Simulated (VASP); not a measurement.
NiO:

```xyz
2
Lattice="0.0000 2.0719 2.0719 2.0719 0.0000 2.0719 2.0719 2.0719 0.0000" Properties=species:S:1:pos:R:3 pbc="T T T"
Ni    0.0000    0.0000    0.0000
O     2.0719    2.0719    2.0719
```

Base run:

- Program: VASP 6.6.1
- Functional: PBE
- Potentials or basis: VASP PAW PBE potentials, release 64 (Ni, O)
- Cutoff: 520 eV
- k mesh: 11 × 11 × 11
- Occupations: fermi-dirac, width 0.05 eV
- Spin: collinear spin, ferromagnetic start
- Starting moments: [1.0, 0.0] μB

Its results: pressure 8.9 GPa; net moment 1.59 μB per cell; site moments Ni +1.32; O +0.23 μB.

Question: After a change of settings the same cell gave: pressure 6.1 GPa; net moment 1.59 μB per cell; site moments Ni +1.32; O +0.23 μB. Which change was it?
A. potentials or basis from VASP PAW PBE potentials, release 64 (Ni, O) to VASP PAW PBE potentials, release 64 (Ni_sv_GW, O); cutoff from 520 eV to 600 eV; further incar settings from ALGO = Normal; EDIFF = 1e-07; NBANDS = 19 to ALGO = Normal; EDIFF = 1e-06; NBANDS = 23; valence electrons from 16 to 24
B. functional from PBE to revPBE
C. functional from PBE to r2SCAN; dispersion from none to D4
D. dispersion from none to D3(BJ)

Answer: D.

Dispersion adds attraction, which lowers the pressure at fixed volume and, as a term added to the energy, leaves the levels alone.

Caveats: a cell with one magnetic atom can't hold antiferromagnetic order, which such compounds often take; semilocal functionals often make such compounds metallic where correlation or magnetic order opens a gap, which also shifts bond lengths; pairwise dispersion overbinds metals, which lowers pressure and volume (some runs).
